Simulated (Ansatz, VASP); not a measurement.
## AsI: VASP beside Ansatz

```xyz
2
Lattice="3.7402 0.0000 0.0000 0.0000 3.7402 0.0000 0.0000 0.0000 3.7185" Properties=species:S:1:pos:R:3 pbc="T T T"
As    1.8701    1.8701    1.8592
I     0.0000    0.0000    0.0000
```

Alike in both runs: functional PBE; k mesh 16 × 16 × 14; occupations gaussian, width 0.1 eV; no spin polarisation.

Ansatz relaxed the structure, and its values are those at the end. VASP's run is a single point on that final structure, the one shown.

|  | VASP | Ansatz |
| --- | --- | --- |
| version | VASP 6.6.1 | Ansatz 0.2.0 |
| potentials or method | VASP PAW PBE potentials, release 64 (As, I), cutoff 520 eV | scalar-relativistic, plane waves, PAW |
| valence electrons in the cell | 12 | 32 |

|  | VASP | Ansatz | Ansatz less VASP |
| --- | --- | --- | --- |
| gap on the k mesh at the Fermi level (eV) | none | none | - |
| pressure (GPa) | 0.0 | 0.0 | +0.05 |

A gap of «none» marks a metal or a gap that the smearing closes. With one functional, cell and mesh, what is left measures potentials, basis and numerics. VASP's potentials hold 12 valence electrons a cell and Ansatz's 32, so a difference there can come from the potentials and not from the codes.

Neither program's run includes spin-orbit coupling.
